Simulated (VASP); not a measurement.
# HfHF3 (Pm-3m) in VASP: further runs, part 2 of 2

VASP 6.6.1. Earlier steps stand in the parts before.

**3. Single point, PBE**

This run uses another cell than the first one, of 10.70 Å³/atom, 1.156 times its volume.

File INCAR:

```
ALGO = Normal
EDIFF = 1E-6
ENCUT = 520
GGA = PE
ISIF = 2
ISMEAR = 0
LASPH = True
LCHARG = False
LREAL = False
LWAVE = False
NBANDS = 24
NELM = 80
PREC = Accurate
SIGMA = 0.1
```

File KPOINTS:

```
k-points
0
Gamma
  4 4 4
```

File POSCAR:

```
HfHF3
1.0
    3.7678086300      0.0000000000      0.0000000000
    0.0000000000      3.7678086300      0.0000000000
    0.0000000000      0.0000000000      3.7678086300
Hf H F
1 1 3
Direct
    0.5000000000      0.5000000000      0.5000000000
    0.0000000000      0.0000000000      0.0000000000
    0.5000000000      0.0000000000      0.0000000000
    0.0000000000      0.5000000000      0.0000000000
    0.0000000000      0.0000000000      0.5000000000
```

Potentials or basis: VASP PAW PBE potentials, release 64 (Hf_pv, H, F).

Launch:

```console
> cat potpaw_PBE.64/Hf_pv/POTCAR potpaw_PBE.64/H/POTCAR potpaw_PBE.64/F/POTCAR > POTCAR
> mpirun -np 1 vasp_std > vasp.out
```

OUTCAR:

```text
EDIFF = 1E-6
   ENCUT = 520
   GGA = PE
   ISIF = 2
   ISMEAR = 0
   LASPH = True
   LREAL = False
   NELM = 80
   PREC = Accurate

 ion  position               nearest neighbor table
   1  0.500  0.500  0.500-   3 2.66   4 2.66   5 2.66   3 2.66   4 2.66   3 2.66   5 2.66   3 2.66
                             4 2.66   5 2.66   4 2.66   5 2.66
   2  0.000  0.000  0.000-
   3  0.500  0.000  0.000-   1 2.66   1 2.66   1 2.66   1 2.66
   4  0.000  0.500  0.000-   1 2.66   1 2.66   1 2.66   1 2.66
   5  0.000  0.000  0.500-   1 2.66   1 2.66   1 2.66   1 2.66

  LATTYP: Found a simple cubic cell.
 ALAT       =     3.7678086300

  Lattice vectors:

 A1 = (   3.7678086300,   0.0000000000,   0.0000000000)
 A2 = (   0.0000000000,   3.7678086300,   0.0000000000)
 A3 = (   0.0000000000,   0.0000000000,   3.7678086300)

Analysis of symmetry for initial positions (statically):
=====================================================================
 Subroutine PRICEL returns:
 Original cell was already a primitive cell.

 Routine SETGRP: Setting up the symmetry group for a
 simple cubic supercell.

 Subroutine GETGRP returns: Found 48 space group operations
 (whereof 48 operations were pure point group operations)
 out of a pool of 48 trial point group operations.

The static configuration has the point symmetry O_h .

Analysis of symmetry for dynamics (positions and initial velocities):
=====================================================================
 Subroutine PRICEL returns:
 Original cell was already a primitive cell.

 Routine SETGRP: Setting up the symmetry group for a
 simple cubic supercell.

 Subroutine GETGRP returns: Found 48 space group operations
 (whereof 48 operations were pure point group operations)
 out of a pool of 48 trial point group operations.

The dynamic configuration has the point symmetry O_h .

 Subroutine INISYM returns: Found 48 space group operations
 (whereof 48 operations are pure point group operations),
 and found     1 'primitive' translations

----------------------------------------------------------------------------------------

                                     Primitive cell

  volume of cell :      53.4893

  direct lattice vectors                    reciprocal lattice vectors
     3.767808630  0.000000000  0.000000000     0.265406261  0.000000000  0.000000000
     0.000000000  3.767808630  0.000000000     0.000000000  0.265406261  0.000000000
     0.000000000  0.000000000  3.767808630     0.000000000  0.000000000  0.265406261

  length of vectors
     3.767808630  3.767808630  3.767808630     0.265406261  0.265406261  0.265406261

  position of ions in fractional coordinates (direct lattice)
     0.500000000  0.500000000  0.500000000
     0.000000000  0.000000000  0.000000000
     0.500000000  0.000000000  0.000000000
     0.000000000  0.500000000  0.000000000
     0.000000000  0.000000000  0.500000000

  ion indices of the primitive-cell ions
[... 24 lines left out ...]

  Shift w.r.t. Gamma in fractional coordinates (k-lattice)
     0.000000000  0.000000000  0.000000000

 Subroutine IBZKPT returns following result:
 ===========================================

 Found     10 irreducible k-points:

 Following reciprocal coordinates:
            Coordinates               Weight
  0.000000  0.000000  0.000000      1.000000
  0.250000  0.000000  0.000000      6.000000
  0.500000  0.000000  0.000000      3.000000
  0.250000  0.250000  0.000000     12.000000
  0.500000  0.250000  0.000000     12.000000
  0.500000  0.500000  0.000000      3.000000
  0.250000  0.250000  0.250000      8.000000
  0.500000  0.250000  0.250000     12.000000
  0.500000  0.500000  0.250000      6.000000
  0.500000  0.500000  0.500000      1.000000
   k-points           NKPTS =     10   k-points in BZ     NKDIM =     10   number of bands    NBANDS=     24
   number of dos      NEDOS =    301   number of ions     NIONS =      5
   total plane-waves  NPLWV =  21952
   dimension x,y,z NGX =    28 NGY =   28 NGZ =   28
   dimension x,y,z NGXF=    56 NGYF=   56 NGZF=   56
   ions per type =               1   1   3
   NGX,Y,Z   is equivalent  to a cutoff of  12.35, 12.35, 12.35 a.u.
   NGXF,Y,Z  is equivalent  to a cutoff of  24.71, 24.71, 24.71 a.u.
 SYSTEM =  unknown system
   PREC   = accura    normal or accurate (medium, high low for compatibility)
   ISTART =      0    job   : 0-new  1-cont  2-samecut
   ICHARG =      2    charge: 1-file 2-atom 10-const
   ISPIN  =      1    spin polarized calculation?
   LNONCOLLINEAR =      F non collinear calculations
   LSORBIT =      F    spin-orbit coupling
   LASPH  =      T    aspherical Exc in radial PAW
   ENCUT  =  520.0 eV  38.22 Ry    6.18 a.u.   7.01  7.01  7.01*2*pi/ulx,y,z
   NELM   =     80;   NELMIN=  2; NELMDL= -5     # of ELM steps
   EDIFF  = 0.1E-05   stopping-criterion for ELM
   LREAL  =      F    real-space projection
   EDIFFG = 0.1E-04   stopping-criterion for IOM
   NSW    =      0    number of steps for IOM
   IBRION =     -1    ionic relax: 0-MD 1-quasi-New 2-CG
   NFREE  =      0    steps in history (QN), initial steepest desc. (CG)
   ISIF   =      2    stress and relaxation
   ISYM   =      2    0-nonsym 1-usesym 2-fastsym
   POTIM  = 0.5000    time-step for ionic-motion
   TEBEG  =    0.0;   TEEND  =   0.0 temperature during run
   PSTRESS=    0.0 pullay stress
   NELECT =      32.0000    total number of electrons
   NUPDOWN=      -1.0000    fix difference up-down
   EMIN   =  10.00;   EMAX   =-10.00  energy-range for DOS
   EFERMI =   0.00;   METHOD = LEGACY
   ISMEAR =     0;   SIGMA  =   0.10  broadening in eV -4-tet -1-fermi 0-gaus
   EFERMI_NEDOS =   21; number of points for ismear=-14 and -15
   IALGO  =     38    algorithm
   IMIX   =      4    mixing-type and parameters
     AMIX     =   0.40;   BMIX     =  1.00
     AMIX_MAG =   1.60;   BMIX_MAG =  1.00
  volume/ion in A,a.u.               =      10.70        72.19
  Fermi-wavevector in a.u.,A,eV,Ry     =   1.379439  2.606763 25.889891  1.902853
  Thomas-Fermi vector in A             =   2.504409
   LORBIT       =      0    0 simple, 1 ext, 2 COOP (PROOUT), +10 PAW based schemes
   GGA     = PE    functional components
   LHFCALC =     F    Hartree Fock is set to
   AEXX    =    0.0000 exact exchange contribution
   IVDW    =     0    specifies the selected vdW correction
   LEPSILON=     F    determine dielectric tensor
   LRPA    =     F    only Hartree local field effects (RPA)
 non-spin polarized calculation
 Gauss-broadening in eV      SIGMA  =   0.10
  energy-cutoff  :      520.00
  volume of cell :       53.49
 maximum number of plane-waves:      1472
   NGX = 15   NGY = 15   NGZ = 15

 number of electron      31.9999958 magnetization

 Free energy of the ion-electron system (eV)
  ---------------------------------------------------
  ext. energy  EPLUGINS =         0.00000000
  ---------------------------------------------------
  free energy    TOTEN  =       -24.60944446 eV

  energy without entropy =      -24.58511366  energy(sigma->0) =      -24.59727906

 E-fermi :   5.1321     XC(G=0): -10.7942

 val. band max:        5.1239399328   @ k =   0.5000   0.0000   0.0000
 cond. band min:       5.1332717522   @ k =   0.5000   0.5000   0.5000
 fundamental gap:      0.0093318193
 Fermi energy:         5.1320561555

 k-point     1 :       0.0000    0.0000    0.0000
  band No.  band energies     occupation
      1     -28.7308      2.00000
      2     -28.7308      2.00000
      3     -28.7308      2.00000
      4     -20.9420      2.00000
      5     -19.7997      2.00000
      6     -19.7997      2.00000
[... 259 lines left out ...]
     23      12.9408      0.00000
     24      12.9408      0.00000

------------------------ aborting loop because EDIFF is reached ----------------------------------------

  FORCE on cell =-STRESS in cart. coord.  units (eV):
  Direction    XX          YY          ZZ          XY          YZ          ZX
  --------------------------------------------------------------------------------------
  -------------------------------------------------------------------------------------
  Total       -4.6209109     -4.6209109     -4.6209109     -0.0000000      0.0000000      0.0000000
  in kB     -138.4113387   -138.4113387   -138.4113387     -0.0000000      0.0000000      0.0000000
  external PRESSURE =    -138.4113387 kB  Pullay stress =       0.0000000 kB

 VOLUME and BASIS-vectors are now :
 -----------------------------------------------------------------------------
  energy-cutoff  :      520.00
  volume of cell :       53.49
      direct lattice vectors                 reciprocal lattice vectors
     3.767808630  0.000000000  0.000000000     0.265406261  0.000000000  0.000000000
     0.000000000  3.767808630  0.000000000     0.000000000  0.265406261  0.000000000
     0.000000000  0.000000000  3.767808630     0.000000000  0.000000000  0.265406261

 POSITION                                       TOTAL-FORCE (eV/Angst)
 -----------------------------------------------------------------------------------
      1.88390      1.88390      1.88390         0.000000      0.000000      0.000000
      0.00000      0.00000      0.00000         0.000000      0.000000      0.000000
      1.88390      0.00000      0.00000         0.000000      0.000000      0.000000
      0.00000      1.88390      0.00000         0.000000      0.000000      0.000000
      0.00000      0.00000      1.88390         0.000000      0.000000      0.000000
 -----------------------------------------------------------------------------------
    total drift:                                0.000000      0.000000     -0.000000

  FREE ENERGIE OF THE ION-ELECTRON SYSTEM (eV)
  ---------------------------------------------------
  free  energy   TOTEN  =       -24.6094444578 eV

  energy  without entropy=      -24.5851136562  energy(sigma->0) =      -24.59727906
```

stdout:

```text
POSCAR found type information on POSCAR HfH F
 POSCAR found :  3 types and       5 ions
 scaLAPACK will be used
 LDA part: xc-table for (Slater+PW92), standard interpolation
 POSCAR, INCAR and KPOINTS ok, starting setup
 FFT: planning ... GRIDC
 FFT: planning ... GRID_SOFT
 FFT: planning ... GRID
 WAVECAR not read
 entering main loop
```

Run time: 8.8 s. Hardware: 1 thread of Intel Xeon Platinum 8488C (Sapphire Rapids), shared host; peak memory 0.16 GiB.

Results:

| Item | Value |
| --- | --- |
| Free energy | -24.6094 eV |
| Pressure | -13.8 GPa |
| Band gap on the k mesh | zero (band 16 reaches 5.58 eV, above the bottom of band 17 at 3.64 eV) |

Caveat: the k points lie up to 0.42 Å⁻¹ apart; spin-orbit coupling is left out, which moves the levels of the heavy elements.
